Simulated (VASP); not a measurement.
# Ag (I4/mmm) in VASP: further runs

Ag is run at these levels: PBE; tasks: single point.

Everything below comes from runs of VASP 6.6.1. Logs are shortened: lines on timing, memory, paths and dates and some standing lists are left out, and cuts for length are marked.

## Step 1: The cell of the first run

The structure is tetragonal, space group I4/mmm (No. 139). The conventional cell has a = 2.971 Å, b = 2.971 Å, c = 3.865 Å, α = 90.00°, β = 90.00°, γ = 90.00°. Ag (site symmetry 4/mmm) has 12 Ag at 2.85 to 2.97 Å within 3.8 Å.

## Step 2: Single point, PBE

File INCAR:

```
SYSTEM = Ag
ALGO     = Fast           ! electronic algorithm
EDIFF    = 1E-6           ! SCF threshold, eV
ENCUT    = 520            ! plane-wave cutoff, eV
GGA      = PE             ! functional
ISIF     = 2              ! what is computed and relaxed
ISMEAR   = 0              ! smearing method
LASPH    = .TRUE.         ! aspherical terms in the spheres
LCHARG   = .TRUE.         ! write CHGCAR
LELF     = .TRUE.         ! ELF
LREAL    = .FALSE.        ! projectors in reciprocal space
LVHAR    = .TRUE.       
LWAVE    = .FALSE.        ! write WAVECAR
NBANDS   = 12             ! bands
NELM     = 80             ! most SCF steps
PREC     = Accurate       ! precision mode
SIGMA    = 0.15           ! smearing width, eV
```

File KPOINTS:

```
k-points
0
G
  22 22 22
  0 0 0
```

File POSCAR:

```
Ag
1.0
    0.0000000000      2.1006821639      1.9326275907
    2.1006821639      0.0000000000      1.9326275907
    2.1006821639      2.1006821639      0.0000000000
Ag
1
Direct
    0.0000000000      0.0000000000      0.0000000000
```

Potentials or basis: VASP PAW PBE potentials, release 64 (Ag).

Command:

```console
> cat potpaw_PBE.64/Ag/POTCAR > POTCAR
> mpirun -np 1 vasp_std > vasp.out
```

OUTCAR:

```text
SYSTEM = Ag
   EDIFF = 1E-6
   ENCUT = 520
   GGA = PE
   ISIF = 2
   ISMEAR = 0
   LASPH = .TRUE.
   LREAL = .FALSE.
   NELM = 80
   PREC = Accurate

 ion  position               nearest neighbor table
   1  0.000  0.000  0.000-

  LATTYP: Found a body centered tetragonal cell.
 ALAT       =     2.9708132064
 C/A-ratio  =     1.3010764773

  Lattice vectors:

 A1 = (   0.0000000000,  -2.1006821639,  -1.9326275907)
 A2 = (   0.0000000000,   2.1006821639,  -1.9326275907)
 A3 = (   2.1006821639,   0.0000000000,   1.9326275907)

Analysis of symmetry for initial positions (statically):
=====================================================================
 Subroutine PRICEL returns:
 Original cell was already a primitive cell.

 Routine SETGRP: Setting up the symmetry group for a
 body centered tetragonal supercell.

 Subroutine GETGRP returns: Found 16 space group operations
 (whereof 16 operations were pure point group operations)
 out of a pool of 16 trial point group operations.

The static configuration has the point symmetry D_4h.

Analysis of symmetry for dynamics (positions and initial velocities):
=====================================================================
 Subroutine PRICEL returns:
 Original cell was already a primitive cell.

 Routine SETGRP: Setting up the symmetry group for a
 body centered tetragonal supercell.

 Subroutine GETGRP returns: Found 16 space group operations
 (whereof 16 operations were pure point group operations)
 out of a pool of 16 trial point group operations.

The dynamic configuration has the point symmetry D_4h.

 Subroutine INISYM returns: Found 16 space group operations
 (whereof 16 operations are pure point group operations),
 and found     1 'primitive' translations

----------------------------------------------------------------------------------------

                                     Primitive cell

  volume of cell :      17.0569

  direct lattice vectors                    reciprocal lattice vectors
     0.000000000  2.100682164  1.932627591    -0.238017920  0.238017920  0.258715131
     2.100682164  0.000000000  1.932627591     0.238017920 -0.238017920  0.258715131
     2.100682164  2.100682164  0.000000000     0.238017920  0.238017920 -0.258715131

  length of vectors
     2.854455282  2.854455282  2.970813206     0.424545145  0.424545145  0.424545145

  position of ions in fractional coordinates (direct lattice)
     0.000000000  0.000000000  0.000000000

[... 78 lines left out ...]
   NSW    =      0    number of steps for IOM
   IBRION =     -1    ionic relax: 0-MD 1-quasi-New 2-CG
   NFREE  =      0    steps in history (QN), initial steepest desc. (CG)
   ISIF   =      2    stress and relaxation
   ISYM   =      2    0-nonsym 1-usesym 2-fastsym
   POTIM  = 0.5000    time-step for ionic-motion
   TEBEG  =    0.0;   TEEND  =   0.0 temperature during run
   PSTRESS=    0.0 pullay stress
   NELECT =      11.0000    total number of electrons
   NUPDOWN=      -1.0000    fix difference up-down
   EMIN   =  10.00;   EMAX   =-10.00  energy-range for DOS
   EFERMI =   0.00;   METHOD = LEGACY
   ISMEAR =     0;   SIGMA  =   0.15  broadening in eV -4-tet -1-fermi 0-gaus
   EFERMI_NEDOS =   21; number of points for ismear=-14 and -15
   IALGO  =     68    algorithm
   IMIX   =      4    mixing-type and parameters
     AMIX     =   0.40;   BMIX     =  1.00
     AMIX_MAG =   1.60;   BMIX_MAG =  1.00
  volume/ion in A,a.u.               =      17.06       115.11
  Fermi-wavevector in a.u.,A,eV,Ry     =   1.414402  2.672832 27.218893  2.000532
  Thomas-Fermi vector in A             =   2.535948
   LORBIT       =      0    0 simple, 1 ext, 2 COOP (PROOUT), +10 PAW based schemes
   GGA     = PE    functional components
   LHFCALC =     F    Hartree Fock is set to
   AEXX    =    0.0000 exact exchange contribution
   IVDW    =     0    specifies the selected vdW correction
   LEPSILON=     F    determine dielectric tensor
   LRPA    =     F    only Hartree local field effects (RPA)
 non-spin polarized calculation
 RMM-DIIS sequential band-by-band and
 Gauss-broadening in eV      SIGMA  =   0.15
  energy-cutoff  :      520.00
  volume of cell :       17.06
 maximum number of plane-waves:       483
 NGX is ok and might be reduce to    24

 number of electron      10.9999998 magnetization

 Free energy of the ion-electron system (eV)
  ---------------------------------------------------
  ext. energy  EPLUGINS =         0.00000000
  ---------------------------------------------------
  free energy    TOTEN  =        -2.70241339 eV

  energy without entropy =       -2.69954735  energy(sigma->0) =       -2.70098037

 E-fermi :   8.4533     XC(G=0): -12.2071

 val. band max:        8.4311823242   @ k =   0.5000   0.0000   0.0909
 cond. band min:       8.4534858053   @ k =   0.5000   0.1364   0.3636
 fundamental gap:      0.0223034811
 Fermi energy:         8.4532643819

 k-point     1 :       0.0000    0.0000    0.0000
  band No.  band energies     occupation
      1       0.6613      2.00000
      2       3.4772      2.00000
      3       3.4772      2.00000
      4       3.9574      2.00000
      5       4.3762      2.00000
      6       4.8796      2.00000
      7      24.5567      0.00000
      8      27.6571      0.00000
      9      27.6571      0.00000
     10      28.8316      0.00000
     11      32.8339      0.00000
     12      33.3793      0.00000
[... 331 lines left out ...]
 k-point    24 :      -0.4545    0.0455    0.0000
  band No.  band energies     occupation
      1       2.0771      2.00000
      2       3.3889      2.00000
      3       3.8318      2.00000
      4       5.2058      2.00000
      5       5.5196      2.00000
      6       7.9729      1.99999
      7      12.3898      0.00000
      8      23.4630      0.00000
      9      25.3331      0.00000
     10      26.9782      0.00000
     11      30.6298      0.00000
     12      31.7629      0.00000

 [... further k-points ...]
[... 5 lines left out ...]
  --------------------------------------------------------------------------------------
  -------------------------------------------------------------------------------------
  Total        0.4268809      0.4268809      0.6617332      0.0000000     -0.0000000     -0.0000000
  in kB       40.0976030     40.0976030     62.1576584      0.0000000     -0.0000000     -0.0000000
  external PRESSURE =      47.4509548 kB  Pullay stress =       0.0000000 kB

 VOLUME and BASIS-vectors are now :
 -----------------------------------------------------------------------------
  energy-cutoff  :      520.00
  volume of cell :       17.06
      direct lattice vectors                 reciprocal lattice vectors
     0.000000000  2.100682164  1.932627591    -0.238017920  0.238017920  0.258715131
     2.100682164  0.000000000  1.932627591     0.238017920 -0.238017920  0.258715131
     2.100682164  2.100682164  0.000000000     0.238017920  0.238017920 -0.258715131

 POSITION                                       TOTAL-FORCE (eV/Angst)
 -----------------------------------------------------------------------------------
      0.00000      0.00000      0.00000         0.000000      0.000000      0.000000
 -----------------------------------------------------------------------------------
    total drift:                               -0.000000     -0.000000     -0.000000

  FREE ENERGIE OF THE ION-ELECTRON SYSTEM (eV)
  ---------------------------------------------------
  free  energy   TOTEN  =        -2.7024133871 eV

  energy  without entropy=       -2.6995473527  energy(sigma->0) =       -2.70098037
```

stdout:

```text
POSCAR found type information on POSCAR Ag
 POSCAR found :  1 types and       1 ions
 scaLAPACK will be used
 LDA part: xc-table for (Slater+PW92), standard interpolation
 POSCAR, INCAR and KPOINTS ok, starting setup
 FFT: planning ... GRIDC
 FFT: planning ... GRID_SOFT
 FFT: planning ... GRID
 WAVECAR not read
 entering main loop
```

Wall time 2.4 min (1 thread of AMD EPYC 7R13 (Zen 3), shared host); peak memory 0.25 GiB.

What came out:

```yaml
Free_energy: -2.7024 eV
Pressure: 4.7 GPa
```

Levels at points of the mesh, in eV from the Fermi level:
| k point | band 2 | band 3 | band 4 | band 5 | band 6 | band 7 | band 8 | band 9 | band 10 | band 11 |
| --- | --- | --- | --- | --- | --- | --- | --- | --- | --- | --- |
| (0.00, 0.00, 0.00) | -4.98 | -4.98 | -4.50 | -4.08 | -3.57 | 16.10 | 19.20 | 19.20 | 20.38 | 24.38 |
| (0.50, 0.00, 0.00) | -5.10 | -4.59 | -3.13 | -2.88 | -0.41 | 3.61 | 14.92 | 16.91 | 19.23 | 22.00 |
| (0.50, 0.50, 0.00) | -6.33 | -3.03 | -2.78 | -2.78 | 2.61 | 8.13 | 9.66 | 9.66 | 16.22 | 16.22 |
| (0.50, 0.00, 0.50) | -6.30 | -3.07 | -3.00 | -2.65 | 1.12 | 6.04 | 11.12 | 11.28 | 17.67 | 17.84 |

## Step 3: Single point, PBE

This run uses another cell than the first one, of the same volume but with other edges.

File INCAR:

```
SYSTEM = Ag
ALGO = Fast
EDIFF = 1E-6
ENCUT = 520
GGA = PE
ISIF = 2
ISMEAR = 0
LASPH = .True.
LCHARG = .False.
LREAL = .False.
LWAVE = .False.
NBANDS = 12
NELM = 100
PREC = Accurate
SIGMA = 0.15
```

File KPOINTS:

```
k-points
0
Gamma
  22 22 22
  0 0 0
```

File POSCAR:

```
Ag
1.0
    0.0000000000      1.9792108454      2.1771319299
    1.9792108454      0.0000000000      2.1771319299
    1.9792108454      1.9792108454      0.0000000000
Ag
1
Direct
    0.0000000000      0.0000000000      0.0000000000
```

Potentials or basis: VASP PAW PBE potentials, release 64 (Ag).

Command:

```console
> cat potpaw_PBE.64/Ag/POTCAR > POTCAR
> mpirun -np 1 vasp_std > vasp.out
```

Wall time 2.5 min (1 thread of AMD EPYC 7R13 (Zen 3), shared host); peak memory 0.25 GiB.

The run converged. Its results:

```
Free energy : -2.6941 eV
Pressure    : 4.9 GPa
```

Stress tensor (GPa, compression positive):
```
6.69 0.00 0.00
0.00 6.69 0.00
0.00 0.00 1.45
```

Levels at points of the mesh, in eV from the Fermi level:
```tsv
k point	band 4	band 5	band 6	band 7	band 8	band 9
(0.00, 0.00, 0.00)	-4.63	-4.19	-3.53	16.10	18.71	19.97
(0.50, 0.00, 0.00)	-3.15	-2.93	-0.43	3.59	14.51	17.53
(0.50, 0.50, 0.00)	-2.87	-2.87	0.55	5.18	11.78	11.78
(0.50, 0.00, 0.50)	-3.07	-2.57	2.12	7.49	10.08	10.16
```
